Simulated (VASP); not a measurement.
PbI2: single point with PBE

Crystal: PbI2.

```
CELL_PARAMETERS angstrom
4.55500 0.00000 0.00000
-2.27750 3.94475 0.00000
0.00000 0.00000 6.97700
ATOMIC_POSITIONS crystal
Pb 0.00000 0.00000 0.00000
I 0.33333 0.66667 0.26500
I 0.66667 0.33333 0.73500
```

```json
{
 "Program": "VASP 6.6.1",
 "Task": "single point",
 "Functional": "PBE",
 "Potentials or basis": "VASP PAW PBE potentials, release 64 (Pb_d, I)",
 "Cutoff": "500 eV",
 "k mesh": "6 × 6 × 2",
 "Occupations": "fermi-dirac, width 0.51 eV",
 "Spin": "no spin polarisation"
}
```

The pressure is 2.1 GPa. The largest force is 0.218 eV/Å. The band gap on the k mesh is 2.24 eV, direct.

Forces on the atoms (eV/Å):
```
Pb   0.000  0.000  0.000
I    0.000  0.000  0.218
I    0.000  0.000 -0.218
```

Levels at points of the mesh, in eV from the valence-band top:
```
           k point  band 11  band 12  band 13  band 14  band 15  band 16  band 17  band 18
(0.00, 0.00, 0.00)    -1.03    -0.95    -0.95    -0.72     2.48     3.39     3.39     6.41
(0.50, 0.00, 0.00)    -2.10    -1.58    -0.79    -0.38     2.89     3.73     4.77     5.08
(0.00, 0.00, 0.50)    -1.17    -0.77    -0.77     0.00     2.24     3.20     3.20     6.41
(0.50, 0.00, 0.50)    -1.74    -1.36    -1.16    -0.67     3.25     3.76     4.19     5.80
```

It took 64 s on 1 thread of Intel(R) Xeon(R) Platinum 8259CL CPU @ 2.50GHz (Skylake/Cascade Lake), on a shared host, peak memory 0.24 GiB.

Caveat: the k points lie up to 0.45 Å⁻¹ apart; spin-orbit coupling is left out, which moves the levels of the heavy elements; this functional lacks dispersion, which binds the layers, so the pressure and a relaxed spacing across them are unreliable. A hybrid or GW would open this gap; PBE tends to underestimate it.
